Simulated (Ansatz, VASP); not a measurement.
## One calculation of HfO2, two programs

POSCAR

```
HfO2
1.0
    5.1180000000      0.0000000000      0.0000000000
    0.0000000000      5.1857000000      0.0000000000
   -0.8586630598      0.0000000000      5.2138671406
Hf O
4 8
Direct
    0.2755000000      0.4603000000      0.7080000000
    0.7245000000      0.9603000000      0.7920000000
    0.7245000000      0.5397000000      0.2920000000
    0.2755000000      0.0397000000      0.2080000000
    0.0742000000      0.1684000000      0.8467000000
    0.9258000000      0.6684000000      0.6533000000
    0.9258000000      0.8316000000      0.1533000000
    0.0742000000      0.3316000000      0.3467000000
    0.4487000000      0.7419000000      0.9801000000
    0.5513000000      0.2419000000      0.5199000000
    0.5513000000      0.2581000000      0.0199000000
    0.4487000000      0.7581000000      0.4801000000
```

The input INCAR.step1:

```
SYSTEM = HfO2
  PREC = Accurate
  ENCUT = 520
  ISMEAR = -1
  SIGMA = 0.05
  LREAL = .FALSE.
  LASPH = .TRUE.
  NELM = 150
  LMAXMIX = 4
  LDAU = .TRUE.
  LDAUTYPE = 2
  LDAUL = 2 -1
  LDAUU = 3.5 0
  LDAUJ = 0 0
  NBANDS = 56
  GGA = PE
  ALGO = Normal
  EDIFF = 1E-4
  LWAVE = .TRUE.
  LCHARG = .FALSE.
```

Contents of INCAR.step2:

```
SYSTEM = HfO2
  PREC = Accurate
  ENCUT = 520
  EDIFF = 1E-7
  ISMEAR = -1
  SIGMA = 0.05
  LREAL = .FALSE.
  LASPH = .TRUE.
  NELM = 150
  ALGO = Normal
  ISIF = 2
  LWAVE = .FALSE.
  LCHARG = .FALSE.
  LMAXMIX = 4
  LDAU = .TRUE.
  LDAUTYPE = 2
  LDAUL = 2 -1
  LDAUU = 3.5 0
  LDAUJ = 0 0
  LDAUPRINT = 1
  METAGGA = R2SCAN
  LMIXTAU = .TRUE.
  NBANDS = 56
  ISTART = 1
```

Contents of KPOINTS:

```
Automatic mesh
0
G
  5 5 5
  0 0 0
```

The input input.yaml:

```yaml
crystal:
  lattice:
    - [5.118, 0.0, 0.0]
    - [0.0, 5.1857, 0.0]
    - [-0.8586630598, 0.0, 5.2138671406]
  atoms:
    - { symbol: Hf, position: [0.2755, 0.4603, 0.708] }
    - { symbol: Hf, position: [0.7245, 0.9603, 0.792] }
    - { symbol: Hf, position: [0.7245, 0.5397, 0.292] }
    - { symbol: Hf, position: [0.2755, 0.0397, 0.208] }
    - { symbol: O, position: [0.0742, 0.1684, 0.8467] }
    - { symbol: O, position: [0.9258, 0.6684, 0.6533] }
    - { symbol: O, position: [0.9258, 0.8316, 0.1533] }
    - { symbol: O, position: [0.0742, 0.3316, 0.3467] }
    - { symbol: O, position: [0.4487, 0.7419, 0.9801] }
    - { symbol: O, position: [0.5513, 0.2419, 0.5199] }
    - { symbol: O, position: [0.5513, 0.2581, 0.0199] }
    - { symbol: O, position: [0.4487, 0.7581, 0.4801] }
hamiltonian:
  xc: r2scan
  pseudopotentials: { kind: paw }
  hubbard: { sites: [{ species: Hf, l: d, u_eff: 3.5 }] }
kpoints:
  mp_grid: { grid: [5, 5, 5] }
  band_path:
    path:
      - [[0.0, 0.0, 0.0], [0.0, 0.0, 0.5], [-0.4327310173, 0.0, 0.5726006525], [-0.5, 0.0, 0.5], [-0.5, 0.5, 0.5], [-0.5672689827, 0.5, 0.4273993475], [-0.5, 0.5, 0.0], [-0.5, 0.0, 0.0], [-0.5672689827, 0.0, 0.4273993475]]
      - [[-0.4327310173, 0.5, 0.5726006525], [0.0, 0.5, 0.5], [0.0, 0.5, 0.0]]
      - [[0.0, 0.0, 0.5], [0.0, 0.5, 0.5]]
    npoints: 10
scf:
  occupations: { method: fermi_dirac, width: 0.05 }
  n_extra_bands: 30
output:
  forces: true
  stress: true
  eigenvalues: true
  fatbands: false
```

Alike in both runs: functional r2SCAN; k mesh 5 × 5 × 5; occupations fermi-dirac, width 0.05 eV; no spin polarisation; Hubbard terms Hf d U = 3.5 eV.

|  | VASP | Ansatz |
| --- | --- | --- |
| version | VASP 6.6.1 | Ansatz 0.2.0 |
| potentials or method | VASP PAW PBE potentials, release 64 (Hf_pv, O) | Ansatz PAW |
| plane-wave cutoff (eV) | 520 | 500 |
| valence electrons in the cell | 88 | 152 |
| task | single point | band structure |

Ansatz gave:

* gap on the k mesh at the Fermi level (eV): 5.38
* least direct gap on the mesh (eV): 5.44
* pressure (GPa): 5.2
* traceless stress, the component that is largest in VASP (GPa): 0.84
* rms of the force components (eV/Å): 0.162

Q: What did VASP give for the same quantities?

A: gap on the k mesh at the Fermi level (eV): 5.25; least direct gap on the mesh (eV): 5.32; pressure (GPa): 7.2; traceless stress, the component that is largest in VASP (GPa): 1.10; rms of the force components (eV/Å): 0.216.

VASP's potentials were made for PBE, not for r2SCAN. The programs project onto different local orbitals, so the same U acts differently, and such runs can settle in different states. Atom by atom the forces differ by 0.086 eV/Å (rms over components). VASP's potentials hold 88 valence electrons a cell and Ansatz's 152, so a difference there can come from the potentials and not from the codes.

Neither program's run includes spin-orbit coupling.
